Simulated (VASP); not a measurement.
# Pt (Im-3m) in VASP: notebook

Pt is run at these levels: PBEsol; tasks: relaxation of cell and atoms.

All numbers are computed with VASP 6.6.1; they aren't measurements. Logs are shortened: lines on timing, memory, paths and dates and some standing lists are left out, and cuts for length are marked.

## Step 1: The cell of the first run

It takes space group Im-3m (No. 229, cubic). The conventional cell has a = 3.168 Å, b = 3.168 Å, c = 3.168 Å, α = 90.00°, β = 90.00°, γ = 90.00°. Within 3.6 Å of Pt (site symmetry m-3m) lie 14 Pt at 2.74 to 3.17 Å.

## Step 2: Relaxation of cell and atoms, PBEsol, target pressure 30 GPa, at which the enthalpy is minimised

Input file INCAR:

```
ALGO = Normal ; EDIFF = 1E-7
EDIFFG = -0.03 ; ENCUT = 600
GGA = PS ; IBRION = 2
ISIF = 3 ; ISMEAR = -1
LASPH = True ; LCHARG = False
LREAL = False ; LWAVE = False
NELM = 80 ; NSW = 80
PREC = Accurate ; PSTRESS = 300.0
SIGMA = 0.1
```

Input file KPOINTS:

```
k-points
0
Gamma
  19 19 19
```

Input file POSCAR:

```
Pt
1.0
   -1.5842200000      1.5842200000      1.5842200000
    1.5842200000     -1.5842200000      1.5842200000
    1.5842200000      1.5842200000     -1.5842200000
Pt
1
Direct
    0.0000000000      0.0000000000      0.0000000000
```

Potentials or basis: VASP PAW PBE potentials, release 64 (Pt).

Command:

```sh
> cat potpaw_PBE.64/Pt/POTCAR > POTCAR
> mpirun -np 1 vasp_std > vasp.out
```

OUTCAR:

```text
EDIFF = 1E-7
   EDIFFG = -0.03
   ENCUT = 600
   GGA = PS
   IBRION = 2
   ISIF = 3
   ISMEAR = -1
   LASPH = True
   LREAL = False
   NELM = 80
   NSW = 80
   PREC = Accurate
   PSTRESS = 300.0

 ion  position               nearest neighbor table
   1  0.000  0.000  0.000-

  LATTYP: Found a body centered cubic cell.
 ALAT       =     3.1684400000

  Lattice vectors:

 A1 = (  -1.5842200000,   1.5842200000,   1.5842200000)
 A2 = (   1.5842200000,  -1.5842200000,   1.5842200000)
 A3 = (   1.5842200000,   1.5842200000,  -1.5842200000)

Analysis of symmetry for initial positions (statically):
=====================================================================
 Subroutine PRICEL returns:
 Original cell was already a primitive cell.

 Routine SETGRP: Setting up the symmetry group for a
 body centered cubic supercell.

 Subroutine GETGRP returns: Found 48 space group operations
 (whereof 48 operations were pure point group operations)
 out of a pool of 48 trial point group operations.

The static configuration has the point symmetry O_h .

Analysis of symmetry for dynamics (positions and initial velocities):
=====================================================================
 Subroutine PRICEL returns:
 Original cell was already a primitive cell.

 Routine SETGRP: Setting up the symmetry group for a
 body centered cubic supercell.

 Subroutine GETGRP returns: Found 48 space group operations
 (whereof 48 operations were pure point group operations)
 out of a pool of 48 trial point group operations.

The dynamic configuration has the point symmetry O_h .

 Subroutine INISYM returns: Found 48 space group operations
 (whereof 48 operations are pure point group operations),
 and found     1 'primitive' translations

----------------------------------------------------------------------------------------

                                     Primitive cell

  volume of cell :      15.9040

  direct lattice vectors                    reciprocal lattice vectors
    -1.584220000  1.584220000  1.584220000     0.000000000  0.315612731  0.315612731
     1.584220000 -1.584220000  1.584220000     0.315612731  0.000000000  0.315612731
     1.584220000  1.584220000 -1.584220000     0.315612731  0.315612731  0.000000000

  length of vectors
     2.743949530  2.743949530  2.743949530     0.446343804  0.446343804  0.446343804

  position of ions in fractional coordinates (direct lattice)
     0.000000000  0.000000000  0.000000000

  ion indices of the primitive-cell ions
   primitive index   ion index
                 1           1

[... 56 lines left out ...]
   dimension x,y,z NGX =    24 NGY =   24 NGZ =   24
   dimension x,y,z NGXF=    48 NGYF=   48 NGZF=   48
   ions per type =               1
   NGX,Y,Z   is equivalent  to a cutoff of  14.54, 14.54, 14.54 a.u.
   NGXF,Y,Z  is equivalent  to a cutoff of  29.08, 29.08, 29.08 a.u.
 SYSTEM =  unknown system
   PREC   = accura    normal or accurate (medium, high low for compatibility)
   ISTART =      0    job   : 0-new  1-cont  2-samecut
   ICHARG =      2    charge: 1-file 2-atom 10-const
   ISPIN  =      1    spin polarized calculation?
   LNONCOLLINEAR =      F non collinear calculations
   LSORBIT =      F    spin-orbit coupling
   LASPH  =      T    aspherical Exc in radial PAW
   ENCUT  =  600.0 eV  44.10 Ry    6.64 a.u.   5.48  5.48  5.48*2*pi/ulx,y,z
   NELM   =     80;   NELMIN=  2; NELMDL= -5     # of ELM steps
   EDIFF  = 0.1E-06   stopping-criterion for ELM
   LREAL  =      F    real-space projection
   EDIFFG = -.3E-01   stopping-criterion for IOM
   NSW    =     80    number of steps for IOM
   IBRION =      2    ionic relax: 0-MD 1-quasi-New 2-CG
   NFREE  =      1    steps in history (QN), initial steepest desc. (CG)
   ISIF   =      3    stress and relaxation
   ISYM   =      2    0-nonsym 1-usesym 2-fastsym
   POTIM  = 0.5000    time-step for ionic-motion
   TEBEG  =    0.0;   TEEND  =   0.0 temperature during run
   PSTRESS=  300.0 pullay stress
   NELECT =      10.0000    total number of electrons
   NUPDOWN=      -1.0000    fix difference up-down
   EMIN   =  10.00;   EMAX   =-10.00  energy-range for DOS
   EFERMI =   0.00;   METHOD = LEGACY
   ISMEAR =    -1;   SIGMA  =   0.10  broadening in eV -4-tet -1-fermi 0-gaus
   EFERMI_NEDOS =   21; number of points for ismear=-14 and -15
   IALGO  =     38    algorithm
   IMIX   =      4    mixing-type and parameters
     AMIX     =   0.40;   BMIX     =  1.00
     AMIX_MAG =   1.60;   BMIX_MAG =  1.00
  volume/ion in A,a.u.               =      15.90       107.33
  Fermi-wavevector in a.u.,A,eV,Ry     =   1.402510  2.650360 26.763132  1.967035
  Thomas-Fermi vector in A             =   2.525265
   LORBIT       =      0    0 simple, 1 ext, 2 COOP (PROOUT), +10 PAW based schemes
   GGA     = PS    functional components
   LHFCALC =     F    Hartree Fock is set to
   AEXX    =    0.0000 exact exchange contribution
   IVDW    =     0    specifies the selected vdW correction
   LEPSILON=     F    determine dielectric tensor
   LRPA    =     F    only Hartree local field effects (RPA)
 conjugate gradient relaxation of ions
 non-spin polarized calculation
  energy-cutoff  :      600.00
  volume of cell :       15.90
 maximum number of plane-waves:       555
 NGX is ok and might be reduce to    24
   NGX = 11   NGY = 11   NGZ = 11

--------------------------------------- Ionic step        1  -------------------------------------------

 number of electron      10.0000000 magnetization

 number of electron       9.9999999 magnetization

 Free energy of the ion-electron system (eV)
  ---------------------------------------------------
  ext. energy  EPLUGINS =         0.00000000
  ---------------------------------------------------
  free energy    TOTEN  =        -6.83932558 eV

  energy without entropy =       -6.79983969  energy(sigma->0) =       -6.81958263

 E-fermi :   9.9076     XC(G=0): -13.3083

 val. band max:        9.9050459100   @ k =  -0.4211  -0.4211   0.0526
 cond. band min:       9.9169855412   @ k =  -0.4737  -0.4737   0.4211
 fundamental gap:      0.0119396312
 Fermi energy:         9.9076180827

 k-point     1 :       0.0000    0.0000    0.0000
  band No.  band energies     occupation
      1       0.4060      2.00000
      2       6.4524      2.00000
      3       6.4524      2.00000
      4       6.4524      2.00000
      5       8.9385      1.99988
      6       8.9385      1.99988
      7      26.9877      0.00000
      8      26.9877      0.00000
      9      26.9877      0.00000
[... 423 lines left out ...]
--------------------------------------- Ionic step        5  -------------------------------------------

 number of electron      10.0000000 magnetization

 Free energy of the ion-electron system (eV)
  ---------------------------------------------------
  ext. energy  EPLUGINS =         0.00000000
  ---------------------------------------------------
  free energy    TOTEN  =        -6.75580930 eV

  energy without entropy =       -6.72225565  energy(sigma->0) =       -6.73903248

 E-fermi :  12.3879     XC(G=0): -14.0857

 val. band max:       12.3842920270   @ k =  -0.3684   0.3684   0.1053
 cond. band min:      12.3884580060   @ k =  -0.2632   0.3158   0.1579
 fundamental gap:      0.0041659790
 Fermi energy:        12.3879430869

 k-point     1 :       0.0000    0.0000    0.0000
  band No.  band energies     occupation
      1       1.4682      2.00000
      2       8.1708      2.00000
      3       8.1708      2.00000
      4       8.1708      2.00000
      5      11.1804      1.99999
      6      11.1805      1.99999
      7      29.3727      0.00000
      8      29.3727      0.00000
      9      29.3727      0.00000
[... 308 lines left out ...]
  energy  without entropy=       -6.7222556470  energy(sigma->0) =       -6.73903248

  enthalpy is  TOTEN    =        -4.1438562095 eV   P V=        2.6119530947

 reached required accuracy - stopping structural energy minimisation
```

It took 2 min on 1 thread of AMD EPYC 9R45 (Zen 5), shared host; peak memory 0.17 GiB.

What came out:

| Item | Value |
| --- | --- |
| Free energy | -6.7558 eV |
| Relaxed volume | 13.95 Å³/atom |
| Relaxed cell | a = 2.627 Å, b = 2.627 Å, c = 2.627 Å, α = 109.47°, β = 109.47°, γ = 109.47° |
| Space group after relaxing (to 0.05 Å) | Im-3m (No. 229) |
| Energy change on relaxing (the enthalpy is what falls) | +83.5 meV/atom |
| Ionic steps | 5 |
| Pressure after relaxing | 30.2 GPa |
| Band gap on the k mesh | zero (band 5 reaches 13.62 eV, above the bottom of band 6 at 11.03 eV) |

Step by step:
| step | energy change (eV) | largest force (eV/Å) | pressure (GPa) | volume (Å³) |
| --- | --- | --- | --- | --- |
| 1 | 0.0000 | 0.0000 | -10.93 | 15.90 |
| 2 | 9.4512 | 0.0000 | 788.97 | 8.27 |
| 3 | 0.0215 | 0.0000 | 18.56 | 14.36 |
| 4 | 0.0456 | 0.0000 | 23.54 | 14.18 |
| 5 | 0.0835 | 0.0000 | 30.20 | 13.95 |

Final structure:
```
Pt
1.0
    -1.51646    1.51646    1.51646
     1.51646   -1.51646    1.51646
     1.51646    1.51646   -1.51646
Pt
1
Direct
  0.00000 0.00000 0.00000
```

Caveat: the cell is relaxed towards a set pressure, so the enthalpy falls and the energy may rise; the PAW data sets were made with another functional, which shifts forces and pressure a little; spin-orbit coupling is left out, which moves the levels of the heavy elements.

## Step 3: Relaxation of cell and atoms, PBEsol, target pressure 45 GPa, at which the enthalpy is minimised

Input file INCAR:

```
SYSTEM = Pt
  ALGO = Normal
  EDIFF = 1E-6
  EDIFFG = -0.03
  ENCUT = 600
  GGA = PS
  IBRION = 2
  ISIF = 3
  ISMEAR = -1
  LASPH = .True.
  LCHARG = .False.
  LREAL = .False.
  LWAVE = .False.
  NELM = 80
  NSW = 80
  PREC = Accurate
  PSTRESS = 450.0
  SIGMA = 0.1
```

Input file KPOINTS:

```
k-points
0
Gamma
  19 19 19
  0 0 0
```

POSCAR is that of step 2.

Potentials or basis: VASP PAW PBE potentials, release 64 (Pt).

Command:

```sh
> cat potpaw_PBE.64/Pt/POTCAR > POTCAR
> mpirun -np 1 vasp_std > vasp.out
```

Run time: 2.2 min. Hardware: 1 thread of AMD EPYC 9R45 (Zen 5), shared host; peak memory 0.16 GiB.

Results (log left out):

- Free energy: -6.6561 eV
- Relaxed volume: 13.52 Å³/atom
- Relaxed cell: a = 2.599 Å, b = 2.599 Å, c = 2.599 Å, α = 109.47°, β = 109.47°, γ = 109.47°
- Space group after relaxing (to 0.05 Å): Im-3m (No. 229)
- Energy change on relaxing (the enthalpy is what falls): +183.2 meV/atom
- Ionic steps: 6
- Pressure after relaxing: 44.7 GPa
- Band gap on the k mesh: zero (band 5 reaches 14.34 eV, above the bottom of band 6 at 11.60 eV)

Step by step:
```
step  energy change (eV)  largest force (eV/Å)  pressure (GPa)  volume (Å³)
   1              0.0000                0.0000          -10.92        15.90
   2             26.4018                0.0000         2120.50         6.24
   3              0.0247                0.0000           19.28        14.33
   4              0.0661                0.0000           27.27        14.05
   5              0.1963                0.0000           46.37        13.47
   6              0.1832                0.0000           44.67        13.52
```

Final structure:
```
Pt
1.0
    -1.50074    1.50074    1.50074
     1.50074   -1.50074    1.50074
     1.50074    1.50074   -1.50074
Pt
1
Direct
  0.00000 0.00000 0.00000
```

Levels at points of the mesh, in eV from the Fermi level:
```csv
k point,band 1,band 2,band 3,band 4,band 5,band 6,band 7,band 8,band 9
"(0.00, 0.00, 0.00)",-11.28,-4.42,-4.42,-4.42,-1.28,-1.28,16.93,16.93,16.93
```

Caveat: the cell is relaxed towards a set pressure, so the enthalpy falls and the energy may rise; the PAW data sets were made with another functional, which shifts forces and pressure a little; spin-orbit coupling is left out, which moves the levels of the heavy elements.
